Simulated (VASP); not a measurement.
Set up this calculation in VASP 6.6.1, as the native input.

```
Task                   : single point
Functional             : r2SCAN
Potentials or basis    : VASP PAW PBE potentials, release 64 (Pb_d, Se)
Cutoff                 : 520 eV
k mesh                 : 6 × 6 × 3
Occupations            : fermi-dirac, width 0.05 eV
Spin                   : no spin polarisation
Dipole correction      : no
Further INCAR settings : ALGO = Normal; EDIFF = 1e-06; NBANDS = 28
```

System: PbSe, a slab with vacuum.

```
Pb Se
1.0
     4.41489    0.00000    0.00000
    -0.01031    4.41488    0.00000
    -2.20229   -2.20744   12.00080
Pb Se
2 2
Direct
  0.80684 0.80730 0.61844
  0.18545 0.19981 0.38238
  0.28733 0.32315 0.62319
  0.68427 0.69990 0.37796
```

The input as run:

POSCAR

```
PbSe
1.0
    4.4148899595      0.0000000000      0.0000000000
   -0.0103110241      4.4148779187      0.0000000000
   -2.2022894676     -2.2074389594     12.0007990000
Pb Se
2 2
Direct
    0.8068400000      0.8073040000      0.6184430000
    0.1854540000      0.1998100000      0.3823760000
    0.2873320000      0.3231460000      0.6231940000
    0.6842660000      0.6998950000      0.3779650000
```

INCAR.step1

```
SYSTEM = PbSe
  ALGO = Normal
  EDIFF = 1E-4
  ENCUT = 520
  GGA = PE
  ISMEAR = -1
  LASPH = .TRUE.
  LCHARG = .FALSE.
  LREAL = .FALSE.
  LWAVE = .TRUE.
  NBANDS = 28
  NELM = 80
  PREC = Accurate
  SIGMA = 0.05
```

INCAR.step2

```
SYSTEM = PbSe
  ALGO = Normal
  EDIFF = 1E-6
  ENCUT = 520
  ISIF = 2
  ISMEAR = -1
  ISTART = 1
  LASPH = .TRUE.
  LCHARG = .FALSE.
  LMIXTAU = .TRUE.
  LREAL = .FALSE.
  LWAVE = .FALSE.
  METAGGA = R2SCAN
  NBANDS = 28
  NELM = 80
  PREC = Accurate
  SIGMA = 0.05
```

KPOINTS

```
k-points
0
G
  6 6 3
  0 0 0
```

Potentials or basis: VASP PAW PBE potentials, release 64 (Pb_d, Se).

Launch:

```sh
$ cat potpaw_PBE.64/Pb_d/POTCAR potpaw_PBE.64/Se/POTCAR > POTCAR
$ cp INCAR.step1 INCAR
$ mpirun -np 1 vasp_std > vasp.out
$ cp INCAR.step2 INCAR
$ mpirun -np 1 vasp_std > vasp.out
```

Results of the run:

| Item | Value |
| --- | --- |
| Largest force | 0.384 eV/Å |
| Band gap on the k mesh | 1.87 eV |

Caveat: the PAW data sets were made with another functional, which shifts forces and pressure a little; spin-orbit coupling is left out, which moves the levels of the heavy elements.

It took 33 min on 1 thread of Intel(R) Xeon(R) Platinum 8259CL CPU @ 2.50GHz (Skylake/Cascade Lake), with other jobs on the host, peak memory 0.56 GiB.
